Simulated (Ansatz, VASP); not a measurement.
# CuO: VASP beside Ansatz

```
Cu O
1.0
     2.35736   -1.72263    0.00000
     2.35736    1.72263    0.00000
    -0.85566    0.00000    5.09137
Cu O
2 2
Direct
  0.50000 0.00000 0.50000
  0.00000 0.50000 0.00000
  0.41840 0.58160 0.75000
  0.58160 0.41840 0.25000
```

Change from the starting cell: volume scaled by 1.02.

Alike in both runs: task single point; functional PBEsol; k mesh 10 × 10 × 5; occupations fermi-dirac, width 0.05 eV; no spin polarisation.

```csv
,VASP,Ansatz
version,VASP 6.6.1,Ansatz 0.2.0
potentials or method,"VASP PAW PBE potentials, release 64 (Cu, O), cutoff 520 eV","all-electron LAPW, scalar-relativistic"
```

|  | VASP | Ansatz | Ansatz less VASP |
| --- | --- | --- | --- |
| gap on the k mesh at the Fermi level (eV) | none | none | - |
| pressure (GPa) | -5.4 | -6.0 | -0.65 |
| traceless stress, the component that is largest in VASP (GPa) | 2.89 | 3.20 | +0.312 |
| rms of the force components (eV/Å) | 0.155 | 0.170 | +0.0148 |

VASP's potentials were made for PBE, not for PBEsol. Atom by atom the forces differ by 0.015 eV/Å (rms over components). A gap of «none» marks a metal or a gap that the smearing closes. Ansatz ran all-electron here, and VASP with PAW potentials.
